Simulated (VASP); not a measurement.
# Pd2PtS3 (R-3m) in VASP: relaxation of cell and atoms with PBE

Aim: the relaxation of cell and atoms of Pd2PtS3 with PBE.

Program: VASP 6.6.1. These are calculated values, not measurements. Logs are shortened: lines on timing, memory, paths and dates and some standing lists are left out, and cuts for length are marked.

## 1. The cell of the first run

It takes space group R-3m (No. 166, trigonal). The conventional cell has a = 6.764 Å, b = 6.764 Å, c = 8.787 Å, α = 90.00°, β = 90.00°, γ = 120.00°. Within 3.2 Å of Pd (site symmetry 3m) lie 3 S at 2.42 Å and 1 Pt at 2.89 Å and 1 Pd at 3.01 Å. Pt (site symmetry -3m) has 6 S at 2.44 Å and 2 Pd at 2.89 Å within 3.2 Å. Within 3.2 Å of S (site symmetry 2/m) lie 2 Pd at 2.42 Å and 2 Pt at 2.44 Å.

The cell was built from a structure type or drawn by symmetry, and may not be a known phase.

## 2. Relaxation of cell and atoms, PBE

The input, INCAR:

```
SYSTEM = Pd2PtS3
PREC = Accurate
ENCUT = 600
EDIFF = 1E-6
ISMEAR = 0
SIGMA = 0.1
LREAL = .FALSE.
LASPH = .TRUE.
NELM = 80
ALGO = Fast
ISIF = 3
LWAVE = .FALSE.
LCHARG = .FALSE.
GGA = PE
IBRION = 2
NSW = 100
EDIFFG = -0.01
```

The input, KPOINTS:

```
Automatic mesh
0
G
  12 12 12
  0 0 0
```

The input, POSCAR:

```
Pd2PtS3
1.0
    3.3820992936      1.9526559376      2.9289501756
   -3.3820992936      1.9526559376      2.9289501756
    0.0000000000     -3.9053118752      2.9289501756
Pd Pt S
2 1 3
Direct
    0.6711701461      0.6711701461      0.6711701461
    0.3288298539      0.3288298539      0.3288298539
    0.0000000000      0.0000000000      0.0000000000
    0.0000000000      0.5000000000      0.0000000000
    0.5000000000      0.0000000000      0.0000000000
    0.0000000000      0.0000000000      0.5000000000
```

Potentials or basis: VASP PAW PBE potentials, release 64 (Pd, Pt, S).

Command:

```
$ cat potpaw_PBE.64/Pd/POTCAR potpaw_PBE.64/Pt/POTCAR potpaw_PBE.64/S/POTCAR > POTCAR
$ mpirun -np 1 vasp_std > vasp.out
```

OUTCAR:

```text
SYSTEM = Pd2PtS3
   PREC = Accurate
   ENCUT = 600
   EDIFF = 1E-6
   ISMEAR = 0
   LREAL = .FALSE.
   LASPH = .TRUE.
   NELM = 80
   ISIF = 3
   GGA = PE
   IBRION = 2
   NSW = 100
   EDIFFG = -0.01

 ion  position               nearest neighbor table
   1  0.671  0.671  0.671-   4 2.42   5 2.42   6 2.42   3 2.89   2 3.01
   2  0.329  0.329  0.329-   4 2.42   5 2.42   6 2.42   3 2.89   1 3.01
   3  0.000  0.000  0.000-   4 2.44   5 2.44   4 2.44   5 2.44   6 2.44   6 2.44   1 2.89   2 2.89

   4  0.000  0.500  0.000-   1 2.42   2 2.42   3 2.44   3 2.44
   5  0.500  0.000  0.000-   1 2.42   2 2.42   3 2.44   3 2.44
   6  0.000  0.000  0.500-   1 2.42   2 2.42   3 2.44   3 2.44

  LATTYP: Found a trigonal (rhomboedric) cell.
 ALAT       =     4.8816196056
 COS(alpha) =     0.0399920400

  Lattice vectors:

 A1 = (   3.3820992936,   1.9526559376,   2.9289501756)
 A2 = (  -3.3820992936,   1.9526559376,   2.9289501756)
 A3 = (   0.0000000000,  -3.9053118752,   2.9289501756)

Analysis of symmetry for initial positions (statically):
=====================================================================
 Subroutine PRICEL returns:
 Original cell was already a primitive cell.

 Routine SETGRP: Setting up the symmetry group for a
 trigonal (rhombohedral) supercell.

 Subroutine GETGRP returns: Found 12 space group operations
 (whereof 12 operations were pure point group operations)
 out of a pool of 12 trial point group operations.

The static configuration has the point symmetry D_3d.

Analysis of symmetry for dynamics (positions and initial velocities):
=====================================================================
 Subroutine PRICEL returns:
 Original cell was already a primitive cell.

 Routine SETGRP: Setting up the symmetry group for a
 trigonal (rhombohedral) supercell.

 Subroutine GETGRP returns: Found 12 space group operations
 (whereof 12 operations were pure point group operations)
 out of a pool of 12 trial point group operations.

The dynamic configuration has the point symmetry D_3d.

 Subroutine INISYM returns: Found 12 space group operations
 (whereof 12 operations are pure point group operations),
 and found     1 'primitive' translations

----------------------------------------------------------------------------------------

                                     Primitive cell

  volume of cell :     116.0581

  direct lattice vectors                    reciprocal lattice vectors
     3.382099294  1.952655938  2.928950176     0.147837173  0.085353832  0.113806420
    -3.382099294  1.952655938  2.928950176    -0.147837173  0.085353832  0.113806420
     0.000000000 -3.905311875  2.928950176     0.000000000 -0.170707664  0.113806420

  length of vectors
     4.881619606  4.881619606  4.881619606     0.205165805  0.205165805  0.205165805

  position of ions in fractional coordinates (direct lattice)
     0.671170146  0.671170146  0.671170146
     0.328829854  0.328829854  0.328829854
     0.000000000  0.000000000  0.000000000
     0.000000000  0.500000000  1.000000000
     0.500000000  0.000000000  1.000000000
     1.000000000  1.000000000  0.500000000

  ion indices of the primitive-cell ions
   primitive index   ion index
                 1           1
                 2           2
                 3           3
                 4           4
                 5           5
                 6           6

----------------------------------------------------------------------------------------

 KPOINTS: Automatic mesh

Automatic generation of k-mesh.
 Grid dimensions read from file:
 generate k-points for:   12   12   12

 Generating k-lattice:

  Cartesian coordinates                     Fractional coordinates (reciprocal lattice)
     0.012319764  0.007112819  0.009483868     0.083333333  0.000000000 -0.000000000
    -0.012319764  0.007112819  0.009483868     0.000000000  0.083333333 -0.000000000
     0.000000000 -0.014225639  0.009483868    -0.000000000 -0.000000000  0.083333333

  Length of vectors
     0.017097150  0.017097150  0.017097150

  Shift w.r.t. Gamma in fractional coordinates (k-lattice)
     0.000000000  0.000000000  0.000000000

 Subroutine IBZKPT returns following result:
 ===========================================

 Found    189 irreducible k-points:

 Following reciprocal coordinates:
            Coordinates               Weight
  0.000000  0.000000  0.000000      1.000000
  0.083333 -0.000000  0.000000      6.000000
  0.166667  0.000000  0.000000      6.000000
  0.250000  0.000000 -0.000000      6.000000
  0.333333 -0.000000 -0.000000      6.000000
  0.416667  0.000000  0.000000      6.000000
[... 16 lines left out ...]
  0.500000  0.166667  0.000000     12.000000
 -0.416667  0.166667 -0.000000     12.000000
 [... further k-points ...]
   k-points           NKPTS =    189   k-points in BZ     NKDIM =    189   number of bands    NBANDS=     28
   number of dos      NEDOS =    301   number of ions     NIONS =      6
   total plane-waves  NPLWV =  64000
   dimension x,y,z NGX =    40 NGY =   40 NGZ =   40
   dimension x,y,z NGXF=    80 NGYF=   80 NGZF=   80
   ions per type =               2   1   3
   NGX,Y,Z   is equivalent  to a cutoff of  13.62, 13.62, 13.62 a.u.
   NGXF,Y,Z  is equivalent  to a cutoff of  27.24, 27.24, 27.24 a.u.
 SYSTEM =  Pd2PtS3
   PREC   = accura    normal or accurate (medium, high low for compatibility)
   ISTART =      0    job   : 0-new  1-cont  2-samecut
   ICHARG =      2    charge: 1-file 2-atom 10-const
   ISPIN  =      1    spin polarized calculation?
   LNONCOLLINEAR =      F non collinear calculations
   LSORBIT =      F    spin-orbit coupling
   LASPH  =      T    aspherical Exc in radial PAW
   ENCUT  =  600.0 eV  44.10 Ry    6.64 a.u.   9.75  9.75  9.75*2*pi/ulx,y,z
   NELM   =     80;   NELMIN=  2; NELMDL= -5     # of ELM steps
   EDIFF  = 0.1E-05   stopping-criterion for ELM
   LREAL  =      F    real-space projection
   EDIFFG = -.1E-01   stopping-criterion for IOM
   NSW    =    100    number of steps for IOM
   IBRION =      2    ionic relax: 0-MD 1-quasi-New 2-CG
   NFREE  =      1    steps in history (QN), initial steepest desc. (CG)
   ISIF   =      3    stress and relaxation
   ISYM   =      2    0-nonsym 1-usesym 2-fastsym
   POTIM  = 0.5000    time-step for ionic-motion
   TEBEG  =    0.0;   TEEND  =   0.0 temperature during run
   PSTRESS=    0.0 pullay stress
   NELECT =      48.0000    total number of electrons
   NUPDOWN=      -1.0000    fix difference up-down
   EMIN   =  10.00;   EMAX   =-10.00  energy-range for DOS
   EFERMI =   0.00;   METHOD = LEGACY
   ISMEAR =     0;   SIGMA  =   0.10  broadening in eV -4-tet -1-fermi 0-gaus
   EFERMI_NEDOS =   21; number of points for ismear=-14 and -15
   IALGO  =     68    algorithm
   IMIX   =      4    mixing-type and parameters
     AMIX     =   0.40;   BMIX     =  1.00
     AMIX_MAG =   1.60;   BMIX_MAG =  1.00
  volume/ion in A,a.u.               =      19.34       130.53
  Fermi-wavevector in a.u.,A,eV,Ry     =   1.219729  2.304954 20.241927  1.487740
  Thomas-Fermi vector in A             =   2.354971
   LORBIT       =      0    0 simple, 1 ext, 2 COOP (PROOUT), +10 PAW based schemes
   GGA     = PE    functional components
   LHFCALC =     F    Hartree Fock is set to
   AEXX    =    0.0000 exact exchange contribution
   IVDW    =     0    specifies the selected vdW correction
   LEPSILON=     F    determine dielectric tensor
   LRPA    =     F    only Hartree local field effects (RPA)
 conjugate gradient relaxation of ions
 non-spin polarized calculation
 RMM-DIIS sequential band-by-band and
 Gauss-broadening in eV      SIGMA  =   0.10
  energy-cutoff  :      600.00
  volume of cell :      116.06
 maximum number of plane-waves:      3899
   NGX = 19   NGY = 19   NGZ = 19

--------------------------------------- Ionic step        1  -------------------------------------------

 number of electron      47.9999999 magnetization

 Free energy of the ion-electron system (eV)
  ---------------------------------------------------
  ext. energy  EPLUGINS =         0.00000000
  ---------------------------------------------------
  free energy    TOTEN  =       -27.14001057 eV

  energy without entropy =      -27.11829477  energy(sigma->0) =      -27.12915267

------------------------ aborting loop because EDIFF is reached ----------------------------------------

  FORCE on cell =-STRESS in cart. coord.  units (eV):
  Direction    XX          YY          ZZ          XY          YZ          ZX
  --------------------------------------------------------------------------------------
  -------------------------------------------------------------------------------------
  Total       -0.0375218     -0.0375218     -0.1221918      0.0000000      0.0000000      0.0000000
  in kB       -0.5179874     -0.5179874     -1.6868534      0.0000000      0.0000000      0.0000000
  external PRESSURE =      -0.9076094 kB  Pullay stress =       0.0000000 kB
[... 65 lines left out ...]
  energy  without entropy=      -27.1184580302  energy(sigma->0) =      -27.12925322

--------------------------------------- Ionic step        3  -------------------------------------------

 number of electron      47.9999999 magnetization

 Free energy of the ion-electron system (eV)
  ---------------------------------------------------
  ext. energy  EPLUGINS =         0.00000000
  ---------------------------------------------------
  free energy    TOTEN  =       -27.14006105 eV

  energy without entropy =      -27.11842862  energy(sigma->0) =      -27.12924484

 E-fermi :   6.0491     XC(G=0): -10.6213

 val. band max:        6.0475285753   @ k =  -0.0833   0.3333   0.0833
 cond. band min:       6.0498092809   @ k =  -0.1667   0.1667   0.0000
 fundamental gap:      0.0022807056
 Fermi energy:         6.0490811224

 k-point     1 :       0.0000    0.0000    0.0000
  band No.  band energies     occupation
      1      -8.3198      2.00000
      2      -6.8608      2.00000
      3      -6.8608      2.00000
      4       0.0950      2.00000
      5       0.9239      2.00000
      6       0.9239      2.00000
[... 733 lines left out ...]
     27       7.0697      0.00000
     28       8.3260      0.00000

 [... further k-points ...]

------------------------ aborting loop because EDIFF is reached ----------------------------------------

  FORCE on cell =-STRESS in cart. coord.  units (eV):
  Direction    XX          YY          ZZ          XY          YZ          ZX
  --------------------------------------------------------------------------------------
  -------------------------------------------------------------------------------------
  Total        0.0397581      0.0397581     -0.0237524      0.0000000     -0.0000000      0.0000000
  in kB        0.5494373      0.5494373     -0.3282470      0.0000000     -0.0000000      0.0000000
  external PRESSURE =       0.2568759 kB  Pullay stress =       0.0000000 kB
[... 21 lines left out ...]
  FREE ENERGIE OF THE ION-ELECTRON SYSTEM (eV)
  ---------------------------------------------------
  free  energy   TOTEN  =       -27.1400610525 eV

  energy  without entropy=      -27.1184286200  energy(sigma->0) =      -27.12924484

 reached required accuracy - stopping structural energy minimisation
```

Wall time 27 min (1 thread of Oxide Virtual Turin-like, shared host); peak memory 0.78 GiB.

What came out:

```
Free energy                           : -27.1401 eV
Relaxed volume                        : 19.32 Å³/atom
Relaxed cell                          : a = 4.880 Å, b = 4.880 Å, c = 4.880 Å, α = 87.73°, β = 87.73°, γ = 87.73°
Space group after relaxing (to 0.1 Å) : R-3m (No. 166)
Energy gained by relaxing             : 0.0 meV/atom
Ionic steps                           : 3
Pressure after relaxing               : 0.0 GPa
Largest force after relaxing          : 0.006 eV/Å
Band gap on the k mesh                : zero (bands 24 and 25 overlap by 1.34 eV)
```

Forces in eV/Å, atoms in the order of the input:
```
Pd   0.000  0.000 -0.006
Pd   0.000  0.000  0.006
Pt   0.000  0.000  0.000
S    0.000  0.000  0.000
S    0.000  0.000  0.000
S    0.000  0.000  0.000
```

Stress tensor (GPa, compression positive):
```
 0.05  0.00  0.00
 0.00  0.05  0.00
 0.00  0.00 -0.03
```

Final structure:
```yaml
crystal:
  lattice:
    - [3.38142, 1.95227, 2.92704]
    - [-3.38142, 1.95227, 2.92704]
    - [0.00000, -3.90453, 2.92704]
  atoms:
    - { symbol: Pd, position: [0.67119, 0.67119, 0.67119] }
    - { symbol: Pd, position: [0.32881, 0.32881, 0.32881] }
    - { symbol: Pt, position: [0.00000, 0.00000, 0.00000] }
    - { symbol: S, position: [0.00000, 0.50000, 0.00000] }
    - { symbol: S, position: [0.50000, 0.00000, 0.00000] }
    - { symbol: S, position: [0.00000, 0.00000, 0.50000] }
```

Caveat: spin-orbit coupling is left out, which moves the levels of the heavy elements.
